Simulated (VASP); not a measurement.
Set up this calculation in VASP 6.6.1, as the native input.

```
Task                               : single point
Functional                         : PBE-based screened hybrid with 25 % exact exchange
Potentials or basis                : VASP PAW PBE potentials, release 64 (Mg_sv, C)
Cutoff                             : 620 eV
k mesh                             : 4 × 4 × 4
Occupations                        : gaussian, width 0.05 eV
Spin                               : no spin polarisation
Dipole correction                  : no
Grid for exact exchange (PRECFOCK) : Normal
Share of exact exchange            : 0.25
Further INCAR settings             : ALGO = Normal; EDIFF = 1e-06; NBANDS = 24
Screening parameter                : 0.4 1/Å
```

The system is Mg2C3.

```
Mg C
1.0
     2.40632   -2.34261   -0.00568
     2.40632    2.34261   -0.00568
    -1.23378    0.00000    4.86994
Mg C
2 3
Direct
  0.80948 0.80948 0.19808
  0.19052 0.19052 0.80192
  0.30219 0.30219 0.26222
  0.69781 0.69781 0.73778
  0.50000 0.50000 0.50000
```

One way to write it, as run:

POSCAR

```
Mg2C3
1.0
    2.4063201191     -2.3426107354     -0.0056849748
    2.4063201191      2.3426107354     -0.0056849748
   -1.2337819514      0.0000000000      4.8699367886
Mg C
2 3
Direct
    0.8094807413      0.8094807413      0.1980806852
    0.1905192587      0.1905192587      0.8019193148
    0.3021865357      0.3021865357      0.2622175095
    0.6978134643      0.6978134643      0.7377824905
    0.5000000000      0.5000000000      0.5000000000
```

INCAR.step1

```
SYSTEM = Mg2C3
PREC     = Accurate       ! precision mode
ENCUT    = 620            ! plane-wave cutoff, eV
EDIFF    = 1E-5           ! SCF threshold, eV
ISMEAR   = 0              ! smearing method
SIGMA    = 0.05           ! smearing width, eV
LREAL    = .False.        ! projectors in reciprocal space
LASPH    = .True.         ! aspherical terms in the spheres
NELM     = 120            ! most SCF steps
ALGO     = Normal         ! electronic algorithm
ISIF     = 2              ! what is computed and relaxed
LWAVE    = .True.         ! write WAVECAR
LCHARG   = .False.        ! write CHGCAR
GGA      = PE             ! functional
NBANDS   = 24             ! bands
GGA_COMPAT= .False.
```

INCAR.step2

```
SYSTEM = Mg2C3
PREC     = Accurate       ! precision mode
ENCUT    = 620            ! plane-wave cutoff, eV
EDIFF    = 1E-6           ! SCF threshold, eV
ISMEAR   = 0              ! smearing method
SIGMA    = 0.05           ! smearing width, eV
LREAL    = .False.        ! projectors in reciprocal space
LASPH    = .True.         ! aspherical terms in the spheres
NELM     = 120            ! most SCF steps
ALGO     = Normal         ! electronic algorithm
ISIF     = 2              ! what is computed and relaxed
LWAVE    = .False.        ! write WAVECAR
LCHARG   = .False.        ! write CHGCAR
GGA      = PE             ! functional
LHFCALC  = .True.         ! exact exchange
AEXX     = 0.25           ! exact-exchange fraction
HFSCREEN = 0.4            ! screening, 1/A
PRECFOCK = Normal       
ISTART   = 1            
NBANDS   = 24             ! bands
GGA_COMPAT= .False.
```

KPOINTS

```
regular mesh
0
Gamma
  4 4 4
  0 0 0
```

Potentials or basis: VASP PAW PBE potentials, release 64 (Mg_sv, C).

Command:

```bash
$ cat potpaw_PBE.64/Mg_sv/POTCAR potpaw_PBE.64/C/POTCAR > POTCAR
$ cp INCAR.step1 INCAR
$ mpirun -np 1 vasp_std > vasp.out
$ cp INCAR.step2 INCAR
$ mpirun -np 1 vasp_std > vasp.out
```

It gave:

```json
{
  "Pressure": "-2.6 GPa",
  "Largest force": "0.515 eV/Å",
  "Band gap on the k mesh": "2.06 eV (least direct gap 2.77 eV)"
}
```

Caveat: the k points lie up to 0.48 Å⁻¹ apart; the PAW data sets were made with another functional, which shifts forces and pressure a little.

Run time: 87 min on 1 thread of Intel(R) Xeon(R) Platinum 8259CL CPU @ 2.50GHz (Skylake/Cascade Lake), with other jobs on the host, peak memory 0.32 GiB.
